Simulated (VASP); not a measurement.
Wanted: the native input for a VASP 6.6.1 run.

- Task: relaxation of cell and atoms
- Functional: PBE
- Potentials or basis: VASP PAW PBE potentials, release 64 (Rb_sv, Al, H)
- Cutoff: 600 eV
- k mesh: 6 × 6 × 6
- Occupations: gaussian, width 0.1 eV
- Spin: no spin polarisation
- Dipole correction: no
- Further INCAR settings: ALGO = Normal; EDIFF = 1e-06; IBRION = 2; EDIFFG = -0.01; NSW = 100; ISIF = 3

The structure of Rb2AlH4 lies in POSCAR:

```
Rb2AlH4
1.0
    6.9757733999      0.0000000000      0.0000000000
   -3.4878867000      6.0411969754      0.0000000000
    0.0000000000      0.0000000000      6.3635504441
Rb Al H
2 1 4
Direct
    0.3333333333      0.6666666667      0.5000000000
    0.6666666667      0.3333333333      0.5000000000
    0.0000000000      0.0000000000      0.0000000000
    0.3333333333      0.6666666667      0.0586063590
    0.6666666667      0.3333333333      0.0586063590
    0.6666666667      0.3333333333      0.9413936410
    0.3333333333      0.6666666667      0.9413936410
```

One way to write it, as run:

INCAR

```
  PREC = Accurate
  ENCUT = 600
  EDIFF = 1E-6
  ISMEAR = 0
  SIGMA = 0.1
  LREAL = False
  LASPH = True
  NELM = 100
  ALGO = Normal
  ISIF = 3
  LWAVE = False
  LCHARG = False
  GGA = PE
  IBRION = 2
  NSW = 100
  EDIFFG = -0.01
```

KPOINTS

```
regular mesh
0
Gamma
  6 6 6
```

Potentials or basis: VASP PAW PBE potentials, release 64 (Rb_sv, Al, H).

The run is started by

```bash
$ cat potpaw_PBE.64/Rb_sv/POTCAR potpaw_PBE.64/Al/POTCAR potpaw_PBE.64/H/POTCAR > POTCAR
$ mpirun -np 1 vasp_std > vasp.out
```

Results of the run:

The relaxed volume is 38.59 Å³/atom. The relaxed cell is a = 7.040 Å, b = 7.040 Å, c = 6.293 Å, α = 90.00°, β = 90.00°, γ = 120.00°, the space group after relaxing (to 0.05 Å) is P6/mmm (No. 191) and the energy gained by relaxing is 0.3 meV/atom. The ionic steps are 11 and the pressure after relaxing is 0.0 GPa.

Wall time 6.7 min on 1 thread of Intel(R) Xeon(R) 6975P-C (Granite Rapids), with other jobs on the host, peak memory 0.54 GiB.
